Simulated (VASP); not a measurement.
Wanted: the native input for a VASP 6.6.1 run.

| Quantity | Value |
| --- | --- |
| Task | single point |
| Functional | PBE |
| Potentials or basis | VASP PAW PBE potentials, release 64 (Tl_d) |
| Cutoff | 520 eV |
| k mesh | 10 × 10 × 10 |
| Occupations | fermi-dirac, width 0.05 eV |
| Spin | collinear spin, zero start |
| Starting moments | [0.0, 0.0] μB |
| Dipole correction | no |
| Further INCAR settings | ALGO = Normal; EDIFF = 1e-07; NBANDS = 24 |

The structure of Tl lies in POSCAR:

```
Tl
1.0
    0.0000000000      3.4372834336      3.4372834336
    3.4372834336      0.0000000000      3.4372834336
    3.4372834336      3.4372834336      0.0000000000
Tl
2
Direct
   -0.1250000000     -0.1250000000     -0.1250000000
    0.1250000000      0.1250000000      0.1250000000
```

One way to write it, as run:

INCAR

```
ALGO = Normal ; EDIFF = 1E-7
ENCUT = 520 ; GGA = PE
ISIF = 2 ; ISMEAR = -1
ISPIN = 2 ; LASPH = True
LCHARG = False ; LORBIT = 11
LREAL = False ; LWAVE = False
MAGMOM = 0 0 ; NBANDS = 24
NELM = 150 ; PREC = Accurate
SIGMA = 0.05
```

KPOINTS

```
k-points
0
Gamma
  10 10 10
```

Potentials or basis: VASP PAW PBE potentials, release 64 (Tl_d).

Command:

```console
$ cat potpaw_PBE.64/Tl_d/POTCAR > POTCAR
$ mpirun -np 1 vasp_std > vasp.out
```

It gave:

```
Pressure                                              : 1.9 GPa
Band gap on the k mesh                                : zero (filled and empty bands overlap)
Net moment                                            : 0.00 μB per cell
Valence electrons inside the program's atomic spheres : Tl 11.24
```

Caveat: spin-orbit coupling is left out, which moves the levels of the heavy elements.

Run time: 3.2 min on 1 thread of Oxide Virtual Turin-like Processor (shared host), peak memory 0.27 GiB.
